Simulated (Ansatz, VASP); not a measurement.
# One calculation of MoS2, two programs

INCAR

```
ALGO = Normal
EDIFF = 1E-6
ENCUT = 520
GGA = PS
ISIF = 2
ISMEAR = 0
ISPIN = 2
LASPH = True
LCHARG = False
LMAXMIX = 4
LORBIT = 11
LREAL = False
LWAVE = False
MAGMOM = 1 1 1 1 0 0 0 0 0 0 0 0
NBANDS = 68
NELM = 150
PREC = Accurate
SIGMA = 0.1
```

File KPOINTS:

```
k-points
0
Gamma
  6 6 1
```

POSCAR

```
MoS2
1.0
    3.1837189491      0.0000000000      0.0000000000
   -1.5918594745      2.7571814884      0.0000000000
    0.0000000000      0.0000000000     34.4792384800
Mo S
4 8
Direct
    0.6666666700      0.3333333300      0.9064443700
    0.6666666700      0.3333333300      0.2790969700
    0.3333333300      0.6666666700      0.7209030300
    0.3333333300      0.6666666700      0.0935556300
    0.3333333300      0.6666666700      0.9514537000
    0.3333333300      0.6666666700      0.3240882500
    0.6666666700      0.3333333300      0.7659103400
    0.6666666700      0.3333333300      0.1385686900
    0.3333333300      0.6666666700      0.8614313100
    0.3333333300      0.6666666700      0.2340896600
    0.6666666700      0.3333333300      0.6759117500
    0.6666666700      0.3333333300      0.0485463000
```

Input for Ansatz:

```yaml
crystal:
  lattice:
    - [3.1837189491, 0.0, 0.0]
    - [-1.5918594745, 2.7571814884, 0.0]
    - [0.0, 0.0, 34.47923848]
  atoms:
    - { symbol: Mo, position: [0.66666667, 0.33333333, 0.90644437], spin: 1.0 }
    - { symbol: Mo, position: [0.66666667, 0.33333333, 0.27909697], spin: 1.0 }
    - { symbol: Mo, position: [0.33333333, 0.66666667, 0.72090303], spin: 1.0 }
    - { symbol: Mo, position: [0.33333333, 0.66666667, 0.09355563], spin: 1.0 }
    - { symbol: S, position: [0.33333333, 0.66666667, 0.9514537] }
    - { symbol: S, position: [0.33333333, 0.66666667, 0.32408825] }
    - { symbol: S, position: [0.66666667, 0.33333333, 0.76591034] }
    - { symbol: S, position: [0.66666667, 0.33333333, 0.13856869] }
    - { symbol: S, position: [0.33333333, 0.66666667, 0.86143131] }
    - { symbol: S, position: [0.33333333, 0.66666667, 0.23408966] }
    - { symbol: S, position: [0.66666667, 0.33333333, 0.67591175] }
    - { symbol: S, position: [0.66666667, 0.33333333, 0.0485463] }
basis:
  ecutwfc: 420
kpoints:
  mp_grid: { grid: [6, 6, 1] }
hamiltonian:
  xc: pbesol
scf:
  occupations: { method: gaussian, width: 0.1 }
  lower_state_search: "off"
output:
  forces: true
  stress: true
  eigenvalues: true
  populations: true
magnetization:
  spin_polarized: true
```

Alike in both runs: task single point; functional PBEsol; k mesh 6 × 6 × 1; occupations gaussian, width 0.1 eV; collinear spin.

|  | VASP | Ansatz |
| --- | --- | --- |
| version | VASP 6.6.1 | Ansatz 0.2.0 |
| potentials or method | VASP PAW PBE potentials, release 64 (Mo_sv, S), cutoff 520 eV | scalar-relativistic, plane waves, PAW |
| valence electrons in the cell | 104 | 104 |

Ansatz gave:

| Property | Result |
| --- | --- |
| gap on the k mesh at the Fermi level (eV) | 1.10 |
| least direct gap on the mesh (eV) | 1.62 |
| rms of the force components (eV/Å) | 0.060 |
| net moment per atom (μB) | 0.00 |

**Question.** Which values does VASP return?

**Answer.** gap on the k mesh at the Fermi level (eV): 1.11; least direct gap on the mesh (eV): 1.63; rms of the force components (eV/Å): 0.059; net moment per atom (μB): 0.00.

VASP's potentials were made for PBE, not for PBEsol. Atom by atom the forces differ by 0.001 eV/Å (rms over components). Ansatz's warnings: seeded moment not kept.
